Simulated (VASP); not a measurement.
A run of VASP 6.6.1 is set up as follows.

INCAR

```
ALGO = Normal
EDIFF = 1E-7
ENCUT = 520
GGA = PE
ISIF = 2
ISMEAR = 0
LASPH = T
LCHARG = F
LREAL = F
LWAVE = F
NBANDS = 41
NELM = 100
PREC = Accurate
SIGMA = 0.15
```

KPOINTS

```
k-points
0
Gamma
  3 3 1
```

The input POSCAR:

```
LuPbSe3Br
1.0
    4.2829578648     -0.0000000028      0.0000000000
   -2.1414789299      3.7091503157      0.0000000000
    0.0000000000      0.0000000000     10.9150122012
Lu Pb Se Br
1 1 3 1
Direct
    0.3333333333      0.6666666667      0.6634938658
    0.0000000000      0.0000000000      1.0133011434
    0.6666666667      0.3333333333      0.8058238140
    0.3333333333      0.6666666667      0.1387289515
    0.0000000000      0.0000000000      0.5496207025
    0.6666666667      0.3333333333      0.3290305027
```

Potentials or basis: VASP PAW PBE potentials, release 64 (Lu, Pb_d, Se, Br).

Run with:

```console
$ cat potpaw_PBE.64/Lu/POTCAR potpaw_PBE.64/Pb_d/POTCAR potpaw_PBE.64/Se/POTCAR potpaw_PBE.64/Br/POTCAR > POTCAR
$ mpirun -np 1 vasp_std > vasp.out
```

**Question.** What does it give for the band gap on the k mesh?

**Answer.** 0.50 eV, indirect (least direct gap 0.52 eV).

**Question.** Predict the largest force.

**Answer.** 0.058 eV/Å.

**Question.** Estimate the pressure.

**Answer.** 0.1 GPa.

Stress tensor (GPa, compression positive):
```
-0.10  0.00  0.00
 0.00 -0.10  0.00
 0.00  0.00  0.51
```

Caveat: the k points lie up to 0.58 Å⁻¹ apart; spin-orbit coupling is left out, which moves the levels of the heavy elements. A k mesh can miss the band edges.
